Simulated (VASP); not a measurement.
# RbCdI3 in VASP: a series of runs

RbCdI3 is run at these levels: r2SCAN; tasks: single point.

Program: VASP 6.6.1. These are calculated values, not measurements. Logs are shortened: lines on timing, memory, paths and dates and some standing lists are left out, and cuts for length are marked.

### 1 The cell of the first run

The structure is cubic, space group Pm-3m (No. 221). Conventional cell: a = 6.040 Å, b = 6.040 Å, c = 6.040 Å, α = 90.00°, β = 90.00°, γ = 90.00°. Rb (site symmetry m-3m) has 12 I at 4.27 Å and 8 Cd at 5.23 Å within 5.6 Å. Within 4.0 Å of Cd (site symmetry m-3m) lie 6 I at 3.02 Å. I (site symmetry 4/mmm) has 2 Cd at 3.02 Å within 4.0 Å.

### 2 Single point, r2SCAN (strain +1.5%)

Input file POSCAR:

```
RbCdI3
1.0
    6.0401790302      0.0000000000      0.0000000000
    0.0000000000      6.0401790302      0.0000000000
    0.0000000000      0.0000000000      6.0401790302
Rb Cd I
1 1 3
Direct
    0.0000000000      0.0000000000      0.0000000000
    0.5000000000      0.5000000000      0.5000000000
    0.5000000000      0.5000000000      0.0000000000
    0.5000000000      0.0000000000      0.5000000000
    0.0000000000      0.5000000000      0.5000000000
```

Input file INCAR.step1:

```
PREC = Accurate ; ENCUT = 520
ISMEAR = -1 ; SIGMA = 0.02
LREAL = F ; LASPH = T
NELM = 60 ; NBANDS = 29
GGA = PE ; ALGO = Normal
EDIFF = 1E-4 ; LWAVE = T
LCHARG = F
```

Input file INCAR.step2:

```
PREC = Accurate ; ENCUT = 520
EDIFF = 1E-6 ; ISMEAR = -1
SIGMA = 0.02 ; LREAL = F
LASPH = T ; NELM = 60
ALGO = Normal ; ISIF = 2
LWAVE = F ; LCHARG = F
METAGGA = R2SCAN ; LMIXTAU = T
NBANDS = 29 ; ISTART = 1
```

Input file KPOINTS:

```
regular mesh
0
Gamma
  4 4 4
```

Potentials or basis: VASP PAW PBE potentials, release 64 (Rb_sv, Cd, I).

Run with:

```
cat potpaw_PBE.64/Rb_sv/POTCAR potpaw_PBE.64/Cd/POTCAR potpaw_PBE.64/I/POTCAR > POTCAR
cp INCAR.step1 INCAR
mpirun -np 1 vasp_std > vasp.out
cp INCAR.step2 INCAR
mpirun -np 1 vasp_std > vasp.out
```

OUTCAR:

```text
PREC = Accurate
   ENCUT = 520
   EDIFF = 1E-6
   ISMEAR = -1
   LREAL = F
   LASPH = T
   NELM = 60
   ISIF = 2
   METAGGA = R2SCAN
   ISTART = 1

 ion  position               nearest neighbor table
   1  0.000  0.000  0.000-   3 4.27   4 4.27   5 4.27   4 4.27   5 4.27   3 4.27   5 4.27   5 4.27
                             3 4.27   4 4.27   4 4.27   3 4.27
   2  0.500  0.500  0.500-   3 3.02   4 3.02   5 3.02   3 3.02   4 3.02   5 3.02
   3  0.500  0.500  0.000-   2 3.02   2 3.02   1 4.27   1 4.27   1 4.27   1 4.27
   4  0.500  0.000  0.500-   2 3.02   2 3.02   1 4.27   1 4.27   1 4.27   1 4.27
   5  0.000  0.500  0.500-   2 3.02   2 3.02   1 4.27   1 4.27   1 4.27   1 4.27

  LATTYP: Found a simple cubic cell.
 ALAT       =     6.0401790302

  Lattice vectors:

 A1 = (   6.0401790302,   0.0000000000,   0.0000000000)
 A2 = (   0.0000000000,   6.0401790302,   0.0000000000)
 A3 = (   0.0000000000,   0.0000000000,   6.0401790302)

Analysis of symmetry for initial positions (statically):
=====================================================================
 Subroutine PRICEL returns:
 Original cell was already a primitive cell.

 Routine SETGRP: Setting up the symmetry group for a
 simple cubic supercell.

 Subroutine GETGRP returns: Found 48 space group operations
 (whereof 48 operations were pure point group operations)
 out of a pool of 48 trial point group operations.

The static configuration has the point symmetry O_h .

Analysis of symmetry for dynamics (positions and initial velocities):
=====================================================================
 Subroutine PRICEL returns:
 Original cell was already a primitive cell.

 Routine SETGRP: Setting up the symmetry group for a
 simple cubic supercell.

 Subroutine GETGRP returns: Found 48 space group operations
 (whereof 48 operations were pure point group operations)
 out of a pool of 48 trial point group operations.

The dynamic configuration has the point symmetry O_h .

 Subroutine INISYM returns: Found 48 space group operations
 (whereof 48 operations are pure point group operations),
 and found     1 'primitive' translations

----------------------------------------------------------------------------------------

                                     Primitive cell

  volume of cell :     220.3685

  direct lattice vectors                    reciprocal lattice vectors
     6.040179030  0.000000000  0.000000000     0.165558007  0.000000000  0.000000000
     0.000000000  6.040179030  0.000000000     0.000000000  0.165558007  0.000000000
     0.000000000  0.000000000  6.040179030     0.000000000  0.000000000  0.165558007

  length of vectors
     6.040179030  6.040179030  6.040179030     0.165558007  0.165558007  0.165558007

  position of ions in fractional coordinates (direct lattice)
     0.000000000  0.000000000  0.000000000
     0.500000000  0.500000000  0.500000000
     0.500000000  0.500000000  0.000000000
     0.500000000  0.000000000  0.500000000
     0.000000000  0.500000000  0.500000000

  ion indices of the primitive-cell ions
   primitive index   ion index
                 1           1
                 2           2
                 3           3
                 4           4
                 5           5

----------------------------------------------------------------------------------------

 KPOINTS: regular mesh

Automatic generation of k-mesh.
 Grid dimensions read from file:
 generate k-points for:    4    4    4

 Generating k-lattice:

  Cartesian coordinates                     Fractional coordinates (reciprocal lattice)
     0.041389502  0.000000000  0.000000000     0.250000000  0.000000000  0.000000000
     0.000000000  0.041389502  0.000000000     0.000000000  0.250000000  0.000000000
     0.000000000  0.000000000  0.041389502     0.000000000  0.000000000  0.250000000

  Length of vectors
     0.041389502  0.041389502  0.041389502

  Shift w.r.t. Gamma in fractional coordinates (k-lattice)
     0.000000000  0.000000000  0.000000000

 Subroutine IBZKPT returns following result:
 ===========================================

 Found     10 irreducible k-points:

 Following reciprocal coordinates:
            Coordinates               Weight
  0.000000  0.000000  0.000000      1.000000
  0.250000  0.000000  0.000000      6.000000
  0.500000  0.000000  0.000000      3.000000
  0.250000  0.250000  0.000000     12.000000
  0.500000  0.250000  0.000000     12.000000
  0.500000  0.500000  0.000000      3.000000
  0.250000  0.250000  0.250000      8.000000
  0.500000  0.250000  0.250000     12.000000
  0.500000  0.500000  0.250000      6.000000
  0.500000  0.500000  0.500000      1.000000
   k-points           NKPTS =     10   k-points in BZ     NKDIM =     10   number of bands    NBANDS=     29
   number of dos      NEDOS =    301   number of ions     NIONS =      5
   total plane-waves  NPLWV = 110592
   dimension x,y,z NGX =    48 NGY =   48 NGZ =   48
[... 71 lines left out ...]
      1     -26.5620      2.00000
      2     -11.6054      2.00000
      3     -11.0727      2.00000
      4     -11.0727      2.00000
      5     -10.0779      2.00000
      6     -10.0779      2.00000
[... 21 lines left out ...]
     28       6.5638      0.00000
     29       9.2385      0.00000

 k-point     2 :       0.2500    0.0000    0.0000
  band No.  band energies     occupation
      1     -26.5619      2.00000
      2     -11.5362      2.00000
      3     -11.0992      2.00000
      4     -11.0706      2.00000
      5     -10.0770      2.00000
      6     -10.0770      2.00000
[... 21 lines left out ...]
     28       7.0927      0.00000
     29       8.4475      0.00000

 k-point     3 :       0.5000    0.0000    0.0000
  band No.  band energies     occupation
      1     -26.5619      2.00000
      2     -11.4551      2.00000
      3     -11.1337      2.00000
      4     -11.0685      2.00000
      5     -10.0762      2.00000
      6     -10.0762      2.00000
[... 21 lines left out ...]
     28       7.5452      0.00000
     29       8.2451      0.00000

 k-point     4 :       0.2500    0.2500    0.0000
  band No.  band energies     occupation
      1     -26.5619      2.00000
      2     -11.4632      2.00000
      3     -11.1077      2.00000
      4     -11.0835      2.00000
      5     -10.0762      2.00000
      6     -10.0698      2.00000
[... 21 lines left out ...]
     28       7.4439      0.00000
     29       7.9648      0.00000

 k-point     5 :       0.5000    0.2500    0.0000
  band No.  band energies     occupation
      1     -26.5619      2.00000
      2     -11.3735      2.00000
      3     -11.1380      2.00000
      4     -11.0879      2.00000
      5     -10.0754      2.00000
      6     -10.0691      2.00000
[... 21 lines left out ...]
     28       7.6732      0.00000
     29       7.8145      0.00000

 k-point     6 :       0.5000    0.5000    0.0000
  band No.  band energies     occupation
      1     -26.5618      2.00000
      2     -11.2541      2.00000
      3     -11.1422      2.00000
      4     -11.1422      2.00000
      5     -10.0745      2.00000
      6     -10.0619      2.00000
[... 21 lines left out ...]
     28       7.7371      0.00000
     29       7.7977      0.00000

 k-point     7 :       0.2500    0.2500    0.2500
  band No.  band energies     occupation
      1     -26.5619      2.00000
      2     -11.3905      2.00000
      3     -11.1012      2.00000
      4     -11.1012      2.00000
      5     -10.0750      2.00000
      6     -10.0750      2.00000
[... 21 lines left out ...]
     28       7.4890      0.00000
     29       8.0742      0.00000

 k-point     8 :       0.5000    0.2500    0.2500
  band No.  band energies     occupation
      1     -26.5618      2.00000
      2     -11.2985      2.00000
      3     -11.1347      2.00000
      4     -11.0946      2.00000
      5     -10.0804      2.00000
      6     -10.0682      2.00000
[... 21 lines left out ...]
     28       7.7547      0.00000
     29       7.9456      0.00000

 k-point     9 :       0.5000    0.5000    0.2500
  band No.  band energies     occupation
      1     -26.5618      2.00000
      2     -11.1897      2.00000
      3     -11.1315      2.00000
      4     -11.1315      2.00000
      5     -10.0796      2.00000
      6     -10.0732      2.00000
[... 21 lines left out ...]
     28       7.4950      0.00000
     29       8.1943      0.00000

 k-point    10 :       0.5000    0.5000    0.5000
  band No.  band energies     occupation
      1     -26.5617      2.00000
      2     -11.1206      2.00000
      3     -11.1206      2.00000
      4     -11.1206      2.00000
      5     -10.0846      2.00000
      6     -10.0846      2.00000
[... 21 lines left out ...]
     28       7.5059      0.00000
     29       7.5059      0.00000

------------------------ aborting loop because EDIFF is reached ----------------------------------------

  FORCE on cell =-STRESS in cart. coord.  units (eV):
  Direction    XX          YY          ZZ          XY          YZ          ZX
  --------------------------------------------------------------------------------------
  -------------------------------------------------------------------------------------
  Total       -1.1185553     -1.1185553     -1.1185553      0.0000000     -0.0000000      0.0000000
  in kB       -8.1323979     -8.1323979     -8.1323979      0.0000000     -0.0000000      0.0000000
  external PRESSURE =      -8.1323979 kB  Pullay stress =       0.0000000 kB

 VOLUME and BASIS-vectors are now :
 -----------------------------------------------------------------------------
  energy-cutoff  :      520.00
  volume of cell :      220.37
      direct lattice vectors                 reciprocal lattice vectors
     6.040179030  0.000000000  0.000000000     0.165558007  0.000000000  0.000000000
     0.000000000  6.040179030  0.000000000     0.000000000  0.165558007  0.000000000
     0.000000000  0.000000000  6.040179030     0.000000000  0.000000000  0.165558007

 POSITION                                       TOTAL-FORCE (eV/Angst)
 -----------------------------------------------------------------------------------
      0.00000      0.00000      0.00000         0.000000      0.000000      0.000000
      3.02009      3.02009      3.02009         0.000000      0.000000      0.000000
      3.02009      3.02009      0.00000         0.000000      0.000000      0.000000
      3.02009      0.00000      3.02009         0.000000      0.000000      0.000000
      0.00000      3.02009      3.02009         0.000000      0.000000      0.000000
 -----------------------------------------------------------------------------------
    total drift:                                0.000000     -0.000000     -0.000000

  FREE ENERGIE OF THE ION-ELECTRON SYSTEM (eV)
  ---------------------------------------------------
  free  energy   TOTEN  =      -112.9669109823 eV

  energy  without entropy=     -112.9660160884  energy(sigma->0) =     -112.96646354
```

Run time: 2.4 min. Hardware: 1 thread of Intel Xeon Platinum 8488C (Sapphire Rapids), shared host; peak memory 0.39 GiB.

What came out:

* Free energy: -112.9669 eV
* Pressure: -0.8 GPa
* Band gap on the k mesh: 0.11 eV (least direct gap 0.55 eV)

Caveat: the cell differs from its parent crystal (strain +1.5%); semilocal functionals underestimate gaps, and a narrow one can read as zero; the PAW data sets were made with another functional, which shifts forces and pressure a little; spin-orbit coupling is left out, which moves the levels of the heavy elements. A k mesh can miss the band edges.

### 3 Single point, r2SCAN (uniaxial x strain -4.0%)

Changes to POSCAR since step 2:

```diff
@@ -2,5 +2,5 @@
 1.0
-    6.0401790302      0.0000000000      0.0000000000
-    0.0000000000      6.0401790302      0.0000000000
-    0.0000000000      0.0000000000      6.0401790302
+    5.7128786887      0.0000000000      0.0000000000
+    0.0000000000      5.9509153007      0.0000000000
+    0.0000000000      0.0000000000      5.9509153007
 Rb Cd I
```

Input file INCAR.step1:

```
SYSTEM = RbCdI3
ALGO = Normal
EDIFF = 1E-4
ENCUT = 520
GGA = PE
ISMEAR = -1
LASPH = .True.
LCHARG = .False.
LREAL = .False.
LWAVE = .True.
NBANDS = 29
NELM = 80
PREC = Accurate
SIGMA = 0.02
```

Input file INCAR.step2:

```
SYSTEM = RbCdI3
ALGO = Normal
EDIFF = 1E-7
ENCUT = 520
ISIF = 2
ISMEAR = -1
ISTART = 1
LASPH = .True.
LCHARG = .False.
LMIXTAU = .True.
LREAL = .False.
LWAVE = .False.
METAGGA = R2SCAN
NBANDS = 29
NELM = 80
PREC = Accurate
SIGMA = 0.02
```

Input file KPOINTS:

```
k-points
0
Gamma
  4 4 4
  0 0 0
```

Potentials or basis: VASP PAW PBE potentials, release 64 (Rb_sv, Cd, I).

Run with:

```
cat potpaw_PBE.64/Rb_sv/POTCAR potpaw_PBE.64/Cd/POTCAR potpaw_PBE.64/I/POTCAR > POTCAR
cp INCAR.step1 INCAR
mpirun -np 1 vasp_std > vasp.out
cp INCAR.step2 INCAR
mpirun -np 1 vasp_std > vasp.out
```

Wall time 3.9 min (1 thread of Intel Xeon Platinum 8488C (Sapphire Rapids), shared host); peak memory 0.39 GiB.

The run converged. Its results:

* Free energy: -112.9365 eV
* Pressure: 1.2 GPa
* Band gap on the k mesh: 0.20 eV (least direct gap 0.71 eV)

Stress tensor (GPa, compression positive):
```
2.04 0.00 0.00
0.00 0.72 0.00
0.00 0.00 0.72
```

Levels at points of the mesh, in eV from the valence-band top:
| k point | band 17 | band 18 | band 19 | band 20 | band 21 | band 22 | band 23 | band 24 | band 25 | band 26 |
| --- | --- | --- | --- | --- | --- | --- | --- | --- | --- | --- |
| (0.00, 0.00, 0.00) | -0.87 | -0.82 | -0.56 | -0.51 | -0.51 | 0.20 | 4.21 | 5.36 | 5.47 | 5.92 |
| (0.50, 0.00, 0.00) | -1.20 | -1.20 | -1.10 | -0.71 | -0.71 | 3.53 | 5.61 | 5.88 | 6.84 | 7.04 |
| (0.00, 0.50, 0.00) | -1.12 | -1.08 | -1.08 | -0.71 | -0.65 | 2.96 | 5.39 | 5.91 | 6.85 | 6.93 |
| (0.50, 0.50, 0.00) | -1.27 | -1.24 | -1.17 | -0.14 | -0.02 | 4.88 | 5.34 | 5.74 | 6.31 | 6.94 |
| (0.00, 0.50, 0.50) | -1.39 | -1.12 | -1.12 | -0.26 | -0.11 | 4.45 | 5.47 | 5.47 | 6.37 | 7.20 |
| (0.50, 0.50, 0.50) | -0.24 | -0.08 | -0.08 | 0.00 | 0.00 | 4.65 | 4.65 | 4.67 | 5.05 | 6.49 |

Caveat: the cell differs from its parent crystal (uniaxial x strain -4.0%); semilocal functionals underestimate gaps, and a narrow one can read as zero; the PAW data sets were made with another functional, which shifts forces and pressure a little; spin-orbit coupling is left out, which moves the levels of the heavy elements.

### 4 Single point, r2SCAN (epitaxial xy strain -2.0%)

Changes to POSCAR since step 3:

```diff
@@ -2,5 +2,5 @@
 1.0
-    5.7128786887      0.0000000000      0.0000000000
-    0.0000000000      5.9509153007      0.0000000000
-    0.0000000000      0.0000000000      5.9509153007
+    5.8318969947      0.0000000000      0.0000000000
+    0.0000000000      5.8318969947      0.0000000000
+    0.0000000000      0.0000000000      6.0461299455
 Rb Cd I
```

Input file INCAR.step1:

```
SYSTEM = RbCdI3
ALGO = Normal ; EDIFF = 1E-4
ENCUT = 520 ; GGA = PE
ISMEAR = -1 ; LASPH = .TRUE.
LCHARG = .FALSE. ; LREAL = .FALSE.
LWAVE = .TRUE. ; NBANDS = 29
NELM = 100 ; PREC = Accurate
SIGMA = 0.02
```

Input file INCAR.step2:

```
SYSTEM = RbCdI3
ALGO = Normal ; EDIFF = 1E-7
ENCUT = 520 ; ISIF = 2
ISMEAR = -1 ; ISTART = 1
LASPH = .TRUE. ; LCHARG = .TRUE.
LELF = .TRUE. ; LMIXTAU = .TRUE.
LREAL = .FALSE. ; LVHAR = .TRUE.
LWAVE = .FALSE. ; METAGGA = R2SCAN
NBANDS = 29 ; NELM = 100
PREC = Accurate ; SIGMA = 0.02
```

Input file KPOINTS:

```
k-points
0
G
  4 4 4
  0 0 0
```

Run with:

```
cat potpaw_PBE.64/Rb_sv/POTCAR potpaw_PBE.64/Cd/POTCAR potpaw_PBE.64/I/POTCAR > POTCAR
cp INCAR.step1 INCAR
mpirun -np 1 vasp_std > vasp.out
cp INCAR.step2 INCAR
mpirun -np 1 vasp_std > vasp.out
```

Wall time 4.5 min (1 thread of Intel Xeon Platinum 8488C (Sapphire Rapids), shared host); peak memory 0.42 GiB.

It converged, with:

```yaml
Free_energy: -112.9618 eV
Pressure: 0.7 GPa
Band_gap_on_the_k_mesh: 0.15 eV (least direct gap 0.66 eV)
```

Stress tensor (GPa, compression positive):
```
1.05 0.00 0.00
0.00 1.05 0.00
0.00 0.00 0.05
```

Levels at points of the mesh, in eV from the valence-band top:
| k point | band 18 | band 19 | band 20 | band 21 | band 22 | band 23 | band 24 | band 25 |
| --- | --- | --- | --- | --- | --- | --- | --- | --- |
| (0.00, 0.00, 0.00) | -0.84 | -0.56 | -0.56 | -0.51 | 0.15 | 4.16 | 5.37 | 5.46 |
| (0.50, 0.00, 0.00) | -1.15 | -1.09 | -0.74 | -0.68 | 3.21 | 5.48 | 5.86 | 6.87 |
| (0.50, 0.50, 0.00) | -1.22 | -1.22 | -0.15 | -0.02 | 4.84 | 5.50 | 5.50 | 6.26 |
| (0.00, 0.00, 0.50) | -1.07 | -1.07 | -0.69 | -0.69 | 2.74 | 5.32 | 5.87 | 6.77 |
| (0.50, 0.00, 0.50) | -1.18 | -1.12 | -0.27 | -0.11 | 4.50 | 5.30 | 5.61 | 6.30 |
| (0.50, 0.50, 0.50) | -0.14 | -0.08 | -0.08 | 0.00 | 4.53 | 4.66 | 4.86 | 4.86 |

Caveat: the cell differs from its parent crystal (epitaxial xy strain -2.0%); semilocal functionals underestimate gaps, and a narrow one can read as zero; the PAW data sets were made with another functional, which shifts forces and pressure a little; spin-orbit coupling is left out, which moves the levels of the heavy elements.

### 5 Overview

```tsv
cell	gap on the mesh (eV)	pressure (GPa)
a = 6.040 Å, 5 atoms	0.11	-0.8
a = 5.713, b = 5.951, c = 5.951 Å, 5 atoms	0.20	1.2
a = 5.832, b = 5.832, c = 6.046 Å, 5 atoms	0.15	0.7
```

Alike in all rows: task single point; level r2SCAN; potentials or basis VASP PAW PBE potentials, release 64 (Rb_sv, Cd, I); no spin polarisation; k mesh 4 × 4 × 4; cutoff (eV) 520; smearing fermi-dirac 0.02 eV.

Caveats: semilocal functionals underestimate gaps, and a narrow one can read as zero; the PAW data sets were made with another functional, which shifts forces and pressure a little; spin-orbit coupling is left out, which moves the levels of the heavy elements.

Total energies depend on the potentials used, so only differences within one code and one set of settings carry meaning.
